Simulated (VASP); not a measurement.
Runs of VASP 6.6.1 on Sb. The structure is that of space group Fd-3m (No. 227), or close to it. The cells are those of the table. 

```csv
cell,k mesh,gap on the mesh (eV),pressure (GPa)
"a = 4.759 Å, angles 60.0°, 2 atoms",9 × 9 × 9,none,(a)
"a = 4.692 Å, angles 60.0°, 2 atoms",9 × 9 × 9,none,(b)
"a = 4.825 Å, angles 60.0°, 2 atoms",13 × 13 × 13,none,0.0
"a = 4.950 Å, angles 60.0°, 2 atoms",9 × 9 × 9,none,-2.4
"a = 5.010 Å, angles 60.0°, 2 atoms",9 × 9 × 9,none,-3.3
```

Alike in all rows: task single point; level LDA; potentials or basis VASP PAW LDA potentials, release 64 (Sb); no spin polarisation; cutoff (eV) 520; smearing fermi-dirac 0.1 eV.

Estimate the missing entries.

(a) 1.7; (b) 3.8.

Caveats: spin-orbit coupling is left out, which moves the levels of the heavy elements.

A k mesh can miss the band edges, and the runs leave out spin-orbit coupling on Sb.

A gap of «none» marks levels without a gap at the run's occupations.
